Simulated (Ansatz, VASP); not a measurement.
One calculation of Zr3SeS2, two programs

The input INCAR:

```
SYSTEM = Zr3SeS2
ALGO = Normal ; EDIFF = 1E-7
EDIFFG = -0.01 ; ENCUT = 600
GGA = PE ; IBRION = 2
ISIF = 3 ; ISMEAR = 0
LASPH = .True. ; LCHARG = .False.
LREAL = .False. ; LWAVE = .False.
NELM = 60 ; NSW = 100
PREC = Accurate ; SIGMA = 0.1
```

Contents of KPOINTS:

```
k-points
0
Gamma
  12 12 4
  0 0 0
```

File POSCAR:

```
Zr3SeS2
1.0
    3.2672217526      0.0000000000      0.0000000000
    0.0000000000      3.2672217526      0.0000000000
    0.0000000000      0.0000000000      9.8150000737
Zr Se S
3 1 2
Direct
    0.5000000000      0.5000000000      0.1727392504
    0.5000000000      0.5000000000      0.5000000000
    0.5000000000      0.5000000000      0.8272607496
    0.0000000000      0.0000000000      0.0000000000
    0.0000000000      0.0000000000      0.3364320680
    0.0000000000      0.0000000000      0.6635679320
```

Input for Ansatz:

```yaml
crystal:
  lattice:
    - [3.2672217502, 0.0, 0.0]
    - [0.0, 3.2672217502, 0.0]
    - [0.0, 0.0, 9.8150000759]
  atoms:
    - { symbol: Zr, position: [0.5, 0.5, 0.1727392498] }
    - { symbol: Zr, position: [0.5, 0.5, 0.5] }
    - { symbol: Zr, position: [0.5, 0.5, 0.8272607502] }
    - { symbol: Se, position: [0.0, 0.0, 0.0] }
    - { symbol: S, position: [0.0, 0.0, 0.3364320675] }
    - { symbol: S, position: [0.0, 0.0, 0.6635679325] }
basis:
  ecutwfc: 420
kpoints:
  mp_grid: { grid: [12, 12, 4] }
hamiltonian:
  xc: pbe
scf:
  occupations: { method: gaussian, width: 0.1 }
output:
  forces: true
  stress: true
  eigenvalues: true
  write_density: true
  write_potential: true
  elf: true
  volumetric_format: npy
relax:
  adjacent_minimum: "off"
  f_tol: 0.01
  max_steps: 80
  cell: { stress_tol: 0.05 }
```

Change from the starting cell: species swapped into the Mg3HgAu2 type (P4/mmm, No. 123).

Alike in both runs: task relaxation of cell and atoms; functional PBE; k mesh 12 × 12 × 4; occupations gaussian, width 0.1 eV; no spin polarisation.

|  | VASP | Ansatz |
| --- | --- | --- |
| version | VASP 6.6.1 | Ansatz 0.2.0 |
| potentials or method | VASP PAW PBE potentials, release 64 (Zr_sv, Se, S), cutoff 600 eV | scalar-relativistic, plane waves, PAW |
| valence electrons in the cell | 54 | 64 |

```csv
,VASP,Ansatz,Ansatz less VASP
"gap on the k mesh at the Fermi level, each at its own relaxed structure (eV)",none,none,-
relaxed volume (Å³/atom),17.50,17.49,-0.011
relaxed length of the cell vector where the two differ most in proportion (Å),3.271,3.270,-0.0010
```

A gap of «none» marks a metal or a gap that the smearing closes. VASP's potentials hold 54 valence electrons a cell and Ansatz's 64, so a difference there can come from the potentials and not from the codes.
